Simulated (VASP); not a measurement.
A run of VASP 6.6.1 is set up as follows.

The input POSCAR:

```
Br
1.0
   -1.4234917050      1.4234917050      3.5775173700
    1.4234917050     -1.4234917050      3.5775173700
    1.4234917050      1.4234917050     -3.5775173700
Br
1
Direct
    0.0000000000      0.0000000000      0.0000000000
```

The input INCAR.step1:

```
SYSTEM = Br
  ALGO = Normal
  EDIFF = 1E-5
  ENCUT = 550
  GGA = PE
  GGA_COMPAT = .FALSE.
  ISMEAR = 1
  LASPH = .TRUE.
  LCHARG = .FALSE.
  LREAL = .FALSE.
  LWAVE = .TRUE.
  NBANDS = 10
  NELM = 120
  PREC = Accurate
  SIGMA = 0.1
```

Contents of INCAR.step2:

```
SYSTEM = Br
  ALGO = Normal
  EDIFF = 1E-6
  ENCUT = 550
  GGA_COMPAT = .FALSE.
  ISIF = 2
  ISMEAR = 1
  ISTART = 1
  LASPH = .TRUE.
  LCHARG = .TRUE.
  LELF = .TRUE.
  LMIXTAU = .TRUE.
  LREAL = .FALSE.
  LVHAR = .TRUE.
  LWAVE = .FALSE.
  METAGGA = R2SCAN
  NBANDS = 10
  NELM = 120
  PREC = Accurate
  SIGMA = 0.1
```

The input KPOINTS:

```
k-points
0
G
  13 13 13
  0 0 0
```

Potentials or basis: VASP PAW PBE potentials, release 64 (Br).

Command:

```sh
$ cat potpaw_PBE.64/Br/POTCAR > POTCAR
$ cp INCAR.step1 INCAR
$ mpirun -np 1 vasp_std > vasp.out
$ cp INCAR.step2 INCAR
$ mpirun -np 1 vasp_std > vasp.out
```

Question: Estimate the band gap on the k mesh.

Answer: Zero (an odd number of electrons rules out a gap without spin polarisation).

Question: Estimate the pressure.

Answer: 0.4 GPa.

Caveat: the PAW data sets were made with another functional, which shifts forces and pressure a little; an odd number of electrons without spin polarisation forces a metal; a magnetic or distorted state may lie lower.
